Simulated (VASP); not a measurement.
# CuO (C2/c) in VASP: settings compared

Aim: see how the results for CuO move with the level of theory and the settings. Levels: RPBE+D4, LDA, PBE. Tasks: single point.

All numbers are computed with VASP 6.6.1; they aren't measurements. Logs are shortened: lines on timing, memory, paths and dates and some standing lists are left out, and cuts for length are marked.

**1. The cell of the first run**

The structure is monoclinic, space group C2/c (No. 15). The conventional cell has a = 4.620 Å, b = 3.376 Å, c = 5.059 Å, α = 90.00°, β = 99.54°, γ = 90.00°. Within 2.6 Å of Cu (site symmetry -1) lie 4 O at 1.92 to 1.93 Å. O (site symmetry 2) has 4 Cu at 1.92 to 1.93 Å and 2 O at 2.59 Å within 2.6 Å.

**2. Single point, RPBE+D4**

Contents of INCAR:

```
  PREC = Accurate
  ENCUT = 820
  EDIFF = 1E-6
  ISMEAR = -1
  SIGMA = 0.05
  LREAL = F
  LASPH = T
  NELM = 120
  ALGO = Normal
  ISIF = 2
  LWAVE = F
  LCHARG = F
  GGA = RP
  IVDW = 13
  NBANDS = 33
  GGA_COMPAT = F
```

Contents of KPOINTS:

```
regular mesh
0
Gamma
  10 10 5
```

Contents of POSCAR:

```
CuO
1.0
    2.3101994985     -1.6881714891      0.0000000000
    2.3101994985      1.6881714891      0.0000000000
   -0.8385391614      0.0000000000      4.9895114286
Cu O
2 2
Direct
    0.5000000000      0.0000000000      0.5000000000
    0.0000000000      0.5000000000      0.0000000000
    0.4184000000      0.5816000000      0.7500000000
    0.5816000000      0.4184000000      0.2500000000
```

Potentials or basis: VASP PAW PBE potentials, release 64 (Cu_sv_GW, O).

Started as:

```bash
$ cat potpaw_PBE.64/Cu_sv_GW/POTCAR potpaw_PBE.64/O/POTCAR > POTCAR
$ mpirun -np 1 vasp_std > vasp.out
```

OUTCAR:

```text
PREC = Accurate
   ENCUT = 820
   EDIFF = 1E-6
   ISMEAR = -1
   LREAL = F
   LASPH = T
   NELM = 120
   ISIF = 2
   GGA = RP
   IVDW = 13

 ion  position               nearest neighbor table
   1  0.500  0.000  0.500-   3 1.92   4 1.92   4 1.93   3 1.93
   2  0.000  0.500  0.000-   4 1.92   3 1.92   4 1.93   3 1.93
   3  0.418  0.582  0.750-   2 1.92   1 1.92   2 1.93   1 1.93
   4  0.582  0.418  0.250-   1 1.92   2 1.92   2 1.93   1 1.93

  LATTYP: Found a base centered monoclinic cell.
 ALAT       =     4.6203989970
 B/A-ratio  =     0.7307470589
 C/A-ratio  =     1.0950317057
 COS(beta)  =    -0.1657361228

  Lattice vectors:

 A1 = (   2.3101994985,  -1.6881714891,   0.0000000000)
 A2 = (   2.3101994985,   1.6881714891,   0.0000000000)
 A3 = (  -0.8385391614,   0.0000000000,   4.9895114286)

Analysis of symmetry for initial positions (statically):
=====================================================================
 Subroutine PRICEL returns:
 Original cell was already a primitive cell.

 Routine SETGRP: Setting up the symmetry group for a
 base centered monoclinic supercell.

 Subroutine GETGRP returns: Found  4 space group operations
 (whereof  2 operations were pure point group operations)
 out of a pool of  4 trial point group operations.

The static configuration has the point symmetry S_2 .
 The point group associated with its full space group is C_2h.

Analysis of symmetry for dynamics (positions and initial velocities):
=====================================================================
 Subroutine PRICEL returns:
 Original cell was already a primitive cell.

 Routine SETGRP: Setting up the symmetry group for a
 base centered monoclinic supercell.

 Subroutine GETGRP returns: Found  4 space group operations
 (whereof  2 operations were pure point group operations)
 out of a pool of  4 trial point group operations.

The dynamic configuration has the point symmetry S_2 .
 The point group associated with its full space group is C_2h.

 Subroutine INISYM returns: Found  4 space group operations
 (whereof  2 operations are pure point group operations),
 and found     1 'primitive' translations

----------------------------------------------------------------------------------------

                                     Primitive cell

  volume of cell :      38.9183

  direct lattice vectors                    reciprocal lattice vectors
[... 90 lines left out ...]
   NELM   =    120;   NELMIN=  2; NELMDL= -5     # of ELM steps
   EDIFF  = 0.1E-05   stopping-criterion for ELM
   LREAL  =      F    real-space projection
   EDIFFG = 0.1E-04   stopping-criterion for IOM
   NSW    =      0    number of steps for IOM
   IBRION =     -1    ionic relax: 0-MD 1-quasi-New 2-CG
   NFREE  =      0    steps in history (QN), initial steepest desc. (CG)
   ISIF   =      2    stress and relaxation
   ISYM   =      2    0-nonsym 1-usesym 2-fastsym
   POTIM  = 0.5000    time-step for ionic-motion
   TEBEG  =    0.0;   TEEND  =   0.0 temperature during run
   PSTRESS=    0.0 pullay stress
   NELECT =      50.0000    total number of electrons
   NUPDOWN=      -1.0000    fix difference up-down
   EMIN   =  10.00;   EMAX   =-10.00  energy-range for DOS
   EFERMI =   0.00;   METHOD = LEGACY
   ISMEAR =    -1;   SIGMA  =   0.05  broadening in eV -4-tet -1-fermi 0-gaus
   EFERMI_NEDOS =   21; number of points for ismear=-14 and -15
   IALGO  =     38    algorithm
   IMIX   =      4    mixing-type and parameters
     AMIX     =   0.40;   BMIX     =  1.00
     AMIX_MAG =   1.60;   BMIX_MAG =  1.00
  volume/ion in A,a.u.               =       9.73        65.66
  Fermi-wavevector in a.u.,A,eV,Ry     =   1.779700  3.363145 43.094171  3.167332
  Thomas-Fermi vector in A             =   2.844640
   LORBIT       =      0    0 simple, 1 ext, 2 COOP (PROOUT), +10 PAW based schemes
   GGA     = RP    functional components
   LHFCALC =     F    Hartree Fock is set to
   AEXX    =    0.0000 exact exchange contribution
   IVDW    =    13    specifies the selected vdW correction
   LEPSILON=     F    determine dielectric tensor
   LRPA    =     F    only Hartree local field effects (RPA)
 non-spin polarized calculation
  energy-cutoff  :      820.00
  volume of cell :       38.92
 maximum number of plane-waves:      2091
   NGX = 13   NGY = 13   NGZ = 23

 number of electron      50.0000011 magnetization

 Free energy of the ion-electron system (eV)
  ---------------------------------------------------
  ext. energy  EPLUGINS =         0.00000000
  ---------------------------------------------------
  free energy    TOTEN  =       -17.74113498 eV

  energy without entropy =      -17.72236845  energy(sigma->0) =      -17.73175171

 E-fermi :   6.4967     XC(G=0): -12.2987

 val. band max:        6.4955381640   @ k =  -0.4000   0.2000   0.4000
 cond. band min:       6.5043096096   @ k =  -0.1000  -0.0000   0.4000
 fundamental gap:      0.0087714455
 Fermi energy:         6.4967219086

 k-point     1 :       0.0000    0.0000    0.0000
  band No.  band energies     occupation
      1    -106.4009      2.00000
      2    -106.4001      2.00000
      3     -63.8539      2.00000
      4     -63.8536      2.00000
      5     -63.8246      2.00000
      6     -63.8140      2.00000
[... 853 lines left out ...]
     32      20.1819      0.00000
     33      21.1764      0.00000

 [... further k-points ...]

------------------------ aborting loop because EDIFF is reached ----------------------------------------

  DFT-D4 for vdW energy calculation

  Edisp (eV):   -2.84760

  FORCE on cell =-STRESS in cart. coord.  units (eV):
  Direction    XX          YY          ZZ          XY          YZ          ZX
  --------------------------------------------------------------------------------------
  -------------------------------------------------------------------------------------
  Total       2.24854     1.71338     2.47700     0.00000     0.00000    -0.68106
  in kB      92.56701    70.53590   101.97226     0.00000     0.00000   -28.03770
  external pressure =       88.36 kB  Pullay stress =        0.00 kB

 VOLUME and BASIS-vectors are now :
 -----------------------------------------------------------------------------
  energy-cutoff  :      820.00
  volume of cell :       38.92
      direct lattice vectors                 reciprocal lattice vectors
     2.310199498 -1.688171489  0.000000000     0.216431525 -0.296178441  0.036373563
     2.310199498  1.688171489  0.000000000     0.216431525  0.296178441  0.036373563
    -0.838539161  0.000000000  4.989511429     0.000000000  0.000000000  0.200420425

 POSITION                                       TOTAL-FORCE (eV/Angst)
 -----------------------------------------------------------------------------------
      0.73583     -0.84409      2.49476         0.000000      0.000000      0.000000
      1.15510      0.84409      0.00000         0.000000      0.000000      0.000000
      1.68130      0.27551      3.74213        -0.000000     -0.046806      0.000000
      2.10056     -0.27551      1.24738         0.000000      0.046806     -0.000000
 -----------------------------------------------------------------------------------
    total drift:                                0.000000      0.000000      0.000000

  FREE ENERGIE OF THE ION-ELECTRON SYSTEM (eV)
  ---------------------------------------------------
  free  energy   TOTEN  =       -20.5887374794 eV

  energy  without entropy=      -20.5699709559  energy(sigma->0) =      -20.57935422
```

stdout:

```text
POSCAR found type information on POSCAR CuO
 POSCAR found :  2 types and       4 ions
 scaLAPACK will be used
 -----------------------------------------------------------------------------
|                                                                             |
|                                                                             |
|     You enforced a specific xc type in the INCAR file but a different       |
|     I HOPE YOU KNOW WHAT YOU ARE DOING!                                     |
|                                                                             |
 -----------------------------------------------------------------------------

 LDA part: xc-table for (Slater+PW92), standard interpolation
 POSCAR, INCAR and KPOINTS ok, starting setup
 FFT: planning ... GRIDC
 FFT: planning ... GRID_SOFT
 FFT: planning ... GRID
 WAVECAR not read
 entering main loop
```

It took 7.6 min on 1 thread of Intel Xeon Platinum 8259CL at 2.50GHz (Skylake/Cascade Lake), shared host; peak memory 0.45 GiB.

Results:

- Free energy: -20.5887 eV
- Pressure: 8.8 GPa
- Largest force: 0.047 eV/Å
- Band gap on the k mesh: zero (bands 25 and 26 overlap by 0.59 eV)
- Dispersion energy per atom: -0.712 eV

Forces on the atoms (eV/Å):
```
Cu   0.000  0.000  0.000
Cu   0.000  0.000  0.000
O    0.000 -0.047  0.000
O    0.000  0.047  0.000
```

Stress tensor (GPa, compression positive):
```
 9.26  0.00 -2.80
 0.00  7.05  0.00
-2.80  0.00 10.20
```

Levels at points of the mesh, in eV from the Fermi level:
| k point | band 23 | band 24 | band 25 | band 26 | band 27 | band 28 |
| --- | --- | --- | --- | --- | --- | --- |
| (0.00, 0.00, 0.00) | -2.30 | -1.76 | 0.20 | 0.98 | 1.86 | 6.08 |
| (0.50, 0.00, 0.00) | -1.64 | -1.51 | 0.01 | 0.25 | 4.86 | 6.49 |
| (0.50, 0.50, 0.00) | -1.69 | -1.30 | -0.71 | 1.11 | 3.23 | 7.29 |

Caveat: the cell stands under pressure; the PAW data sets were made with another functional, which shifts forces and pressure a little; semilocal functionals often make such compounds metallic where correlation or magnetic order opens a gap, which also shifts bond lengths. With open d or f shells a metallic result of RPBE can be an artefact of self-interaction; +U or a hybrid may open a gap.

**3. Single point, LDA**

This run uses another cell than the first one, of 9.53 Å³/atom.

Contents of INCAR:

```
SYSTEM = CuO
PREC     = Accurate       ! precision mode
ENCUT    = 820            ! plane-wave cutoff, eV
EDIFF    = 1E-6           ! SCF threshold, eV
ISMEAR   = -1             ! smearing method
SIGMA    = 0.05           ! smearing width, eV
LREAL    = .FALSE.        ! projectors in reciprocal space
LASPH    = .TRUE.         ! aspherical terms in the spheres
NELM     = 120            ! most SCF steps
ALGO     = Normal         ! electronic algorithm
ISIF     = 2              ! what is computed and relaxed
LWAVE    = .FALSE.        ! write WAVECAR
LCHARG   = .FALSE.        ! write CHGCAR
NBANDS   = 33             ! bands
GGA_COMPAT= .FALSE.
```

Contents of KPOINTS:

```
regular mesh
0
G
  10 10 5
  0 0 0
```

Contents of POSCAR:

```
CuO
1.0
    2.2940437287     -1.6763657078      0.0000000000
    2.2940437287      1.6763657078      0.0000000000
   -0.8326750593      0.0000000000      4.9546185987
Cu O
2 2
Direct
    0.5000000000      0.0000000000      0.5000000000
    0.0000000000      0.5000000000      0.0000000000
    0.4184000000      0.5816000000      0.7500000000
    0.5816000000      0.4184000000      0.2500000000
```

Potentials or basis: VASP PAW LDA potentials, release 64 (Cu_sv_GW, O).

Started as:

```bash
$ cat potpaw_LDA.64/Cu_sv_GW/POTCAR potpaw_LDA.64/O/POTCAR > POTCAR
$ mpirun -np 1 vasp_std > vasp.out
```

OUTCAR:

```text
SYSTEM = CuO
   PREC = Accurate
   ENCUT = 820
   EDIFF = 1E-6
   ISMEAR = -1
   LREAL = .FALSE.
   LASPH = .TRUE.
   NELM = 120
   ISIF = 2

 ion  position               nearest neighbor table
   1  0.500  0.000  0.500-   3 1.91   4 1.91   4 1.92   3 1.92
   2  0.000  0.500  0.000-   4 1.91   3 1.91   4 1.92   3 1.92
   3  0.418  0.582  0.750-   2 1.91   1 1.91   2 1.92   1 1.92
   4  0.582  0.418  0.250-   1 1.91   2 1.91   2 1.92   1 1.92

  LATTYP: Found a base centered monoclinic cell.
 ALAT       =     4.5880874574
 B/A-ratio  =     0.7307470589
 C/A-ratio  =     1.0950317057
[... 1064 lines left out ...]
  --------------------------------------------------------------------------------------
  -------------------------------------------------------------------------------------
  Total        0.3787959      0.7318842      0.3181004      0.0000000      0.0000000     -0.3244066
  in kB       15.9259443     30.7710449     13.3740849      0.0000000      0.0000000    -13.6392214
  external PRESSURE =      20.0236914 kB  Pullay stress =       0.0000000 kB

 VOLUME and BASIS-vectors are now :
 -----------------------------------------------------------------------------
  energy-cutoff  :      820.00
  volume of cell :       38.11
      direct lattice vectors                 reciprocal lattice vectors
     2.294043729 -1.676365708  0.000000000     0.217955741 -0.298264274  0.036629723
     2.294043729  1.676365708  0.000000000     0.217955741  0.298264274  0.036629723
    -0.832675059  0.000000000  4.954618599     0.000000000  0.000000000  0.201831883

 POSITION                                       TOTAL-FORCE (eV/Angst)
 -----------------------------------------------------------------------------------
      0.73068     -0.83818      2.47731        -0.000000     -0.000000      0.000000
      1.14702      0.83818      0.00000        -0.000000      0.000000      0.000000
      1.66954      0.27358      3.71596         0.000000     -0.239455      0.000000
      2.08587     -0.27358      1.23865         0.000000      0.239455     -0.000000
 -----------------------------------------------------------------------------------
    total drift:                                0.000000      0.000000      0.000000

  FREE ENERGIE OF THE ION-ELECTRON SYSTEM (eV)
  ---------------------------------------------------
  free  energy   TOTEN  =       -23.5290112950 eV

  energy  without entropy=      -23.5105429176  energy(sigma->0) =      -23.51977711
```

OSZICAR:

```text
N       E                     dE             d eps       ncg     rms          rms(c)
DAV:   1     0.105910134742E+04    0.10591E+04   -0.40247E+04 14497   0.614E+03
DAV:   2     0.783136750143E+02   -0.98079E+03   -0.94307E+03 15592   0.141E+03
DAV:   3    -0.253022180217E+02   -0.10362E+03   -0.10129E+03 18022   0.516E+02
DAV:   4    -0.292448427220E+02   -0.39426E+01   -0.39202E+01 15046   0.117E+02
DAV:   5    -0.294129215287E+02   -0.16808E+00   -0.16793E+00 16300   0.207E+01    0.172E+01
DAV:   6    -0.276336107645E+02    0.17793E+01   -0.43973E+01 16284   0.351E+02    0.156E+01
DAV:   7    -0.235120198742E+02    0.41216E+01   -0.15096E+01 15036   0.290E+02    0.381E+00
DAV:   8    -0.235560786543E+02   -0.44059E-01   -0.13721E+00 15364   0.137E+01    0.199E+00
DAV:   9    -0.235314595982E+02    0.24619E-01   -0.50633E-02 17652   0.122E+01    0.467E-01
DAV:  10    -0.235289812030E+02    0.24784E-02   -0.72903E-03 17612   0.489E+00    0.121E-01
DAV:  11    -0.235290592933E+02   -0.78090E-04   -0.91337E-04 15892   0.363E-01    0.586E-02
DAV:  12    -0.235290121763E+02    0.47117E-04   -0.15101E-04 17052   0.296E-01    0.876E-03
DAV:  13    -0.235290113707E+02    0.80564E-06   -0.13550E-05 12700   0.137E-01    0.362E-03
DAV:  14    -0.235290112950E+02    0.75721E-07   -0.55788E-07  7236   0.560E-02
   1 F= -.23529011E+02 E0= -.23519777E+02  d E =-.184684E-01
```

stdout:

```text
POSCAR found type information on POSCAR CuO
 POSCAR found :  2 types and       4 ions
 scaLAPACK will be used
 LDA part: xc-table for (Slater(with rela. corr.)+CA(PZ))
 , standard interpolation
 POSCAR, INCAR and KPOINTS ok, starting setup
 FFT: planning ... GRIDC
 FFT: planning ... GRID_SOFT
 FFT: planning ... GRID
 WAVECAR not read
 entering main loop
```

It took 2.8 min on 1 thread of Intel Xeon 6975P-C (Granite Rapids), shared host; peak memory 0.41 GiB.

What came out:

- Free energy: -23.5290 eV
- Pressure: 2.0 GPa
- Largest force: 0.239 eV/Å
- Band gap on the k mesh: zero (bands 25 and 26 overlap by 0.60 eV)

Forces in eV/Å, atoms in the order of the input:
```
Cu   0.000  0.000  0.000
Cu   0.000  0.000  0.000
O    0.000 -0.239  0.000
O    0.000  0.239  0.000
```

Caveat: semilocal functionals often make such compounds metallic where correlation or magnetic order opens a gap, which also shifts bond lengths. With open d or f shells a metallic result of LDA can be an artefact of self-interaction; +U or a hybrid may open a gap.

**4. Single point, PBE**

This run uses another cell than the first one, of 10.13 Å³/atom.

Contents of INCAR:

```
PREC     = Accurate       # precision mode
ENCUT    = 820            # plane-wave cutoff, eV
EDIFF    = 1E-6           # SCF threshold, eV
ISMEAR   = 0              # smearing method
SIGMA    = 0.017          # smearing width, eV
LREAL    = False          # projectors in reciprocal space
LASPH    = True           # aspherical terms in the spheres
NELM     = 120            # most SCF steps
ALGO     = Normal         # electronic algorithm
ISIF     = 2              # what is computed and relaxed
LWAVE    = False          # write WAVECAR
LCHARG   = False          # write CHGCAR
GGA      = PE             # functional
NBANDS   = 33             # bands
GGA_COMPAT= False
```

Contents of KPOINTS:

```
regular mesh
0
Gamma
  10 10 5
```

Contents of POSCAR:

```
CuO
1.0
    2.3418500000     -1.7113000000      0.0000000000
    2.3418500000      1.7113000000      0.0000000000
   -0.8500274268      0.0000000000      5.0578693947
Cu O
2 2
Direct
    0.5000000000      0.0000000000      0.5000000000
    0.0000000000      0.5000000000      0.0000000000
    0.4184000000      0.5816000000      0.7500000000
    0.5816000000      0.4184000000      0.2500000000
```

Potentials or basis: VASP PAW PBE potentials, release 64 (Cu_sv_GW, O).

Started as:

```bash
$ cat potpaw_PBE.64/Cu_sv_GW/POTCAR potpaw_PBE.64/O/POTCAR > POTCAR
$ mpirun -np 1 vasp_std > vasp.out
```

Wall time 3.1 min (1 thread of Intel Xeon 6975P-C (Granite Rapids), shared host); peak memory 0.46 GiB.

Results (log left out):

```yaml
Free_energy: -19.6890 eV
Pressure: 4.8 GPa
Largest_force: 0.254 eV/Å
Band_gap_on_the_k_mesh: zero (bands 25 and 26 overlap by 0.60 eV)
```

Forces in eV/Å, atoms in the order of the input:
```
Cu   0.000  0.000  0.000
Cu   0.000  0.000  0.000
O    0.000 -0.254  0.000
O    0.000  0.254  0.000
```

Stress tensor (GPa, compression positive):
```
 4.63  0.00 -1.27
 0.00  5.98  0.00
-1.27  0.00  3.87
```

Levels at points of the mesh, in eV from the Fermi level:
```tsv
k point	band 23	band 24	band 25	band 26	band 27	band 28
(0.00, 0.00, 0.00)	-2.16	-1.66	0.21	0.95	1.69	5.99
(0.50, 0.00, 0.00)	-1.52	-1.41	0.01	0.26	4.82	6.26
(0.50, 0.50, 0.00)	-1.65	-1.22	-0.66	1.07	3.30	7.05
```

Caveat: the cell stands under pressure; semilocal functionals often make such compounds metallic where correlation or magnetic order opens a gap, which also shifts bond lengths.

**5. Overview**

| level | potentials or basis | cell | smearing | gap on the mesh (eV) | pressure (GPa) | largest force (eV/Å) |
| --- | --- | --- | --- | --- | --- | --- |
| RPBE+D4 | VASP PAW PBE potentials, release 64 (Cu_sv_GW, O) | a = 2.861, b = 2.861, c = 5.059 Å, angles 97.7, 97.7, 72.3°, 4 atoms | fermi-dirac 0.05 eV | none | 8.8 | 0.05 |
| LDA | VASP PAW LDA potentials, release 64 (Cu_sv_GW, O) | a = 2.841, b = 2.841, c = 5.024 Å, angles 97.7, 97.7, 72.3°, 4 atoms | fermi-dirac 0.05 eV | none | 2.0 | 0.24 |
| PBE | VASP PAW PBE potentials, release 64 (Cu_sv_GW, O) | a = 2.900, b = 2.900, c = 5.129 Å, angles 97.7, 97.7, 72.3°, 4 atoms | gaussian 0.017 eV | none | 4.8 | 0.25 |

Alike in all rows: task single point; no spin polarisation; k mesh 10 × 10 × 5; cutoff (eV) 820.

Caveats: semilocal functionals often make such compounds metallic where correlation or magnetic order opens a gap, which also shifts bond lengths; the cell stands under pressure (at least some runs); the PAW data sets were made with another functional, which shifts forces and pressure a little (at least some runs).

Absolute energies hang on the potentials; compare differences alone.
